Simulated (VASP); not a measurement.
A run of VASP 6.6.1 is set up as follows.

Contents of INCAR:

```
PREC = Accurate
ENCUT = 750
EDIFF = 1E-6
ISMEAR = 0
SIGMA = 0.1
LREAL = False
LASPH = True
NELM = 120
ALGO = Normal
ISIF = 2
LWAVE = False
LCHARG = True
LELF = True
LVHAR = True
NBANDS = 10
GGA_COMPAT = False
```

KPOINTS

```
regular mesh
0
Gamma
  18 18 10
```

Contents of POSCAR:

```
Li
1.0
    2.9870381181      0.0000000000      0.0000000000
   -1.4935190591      2.5868508924      0.0000000000
    0.0000000000      0.0000000000      4.9052418773
Li
2
Direct
    0.3333333333      0.6666666667      0.2500000000
    0.6666666667      0.3333333333      0.7500000000
```

Potentials or basis: VASP PAW LDA potentials, release 64 (Li_sv).

Command:

```console
$ cat potpaw_LDA.64/Li_sv/POTCAR > POTCAR
$ mpirun -np 1 vasp_std > vasp.out
```

(1) Predict the pressure.

(2) What does it give for the band gap on the k mesh?

Results:

(1) -0.1 GPa.

(2) zero (bands 3 and 4 overlap by 4.71 eV).
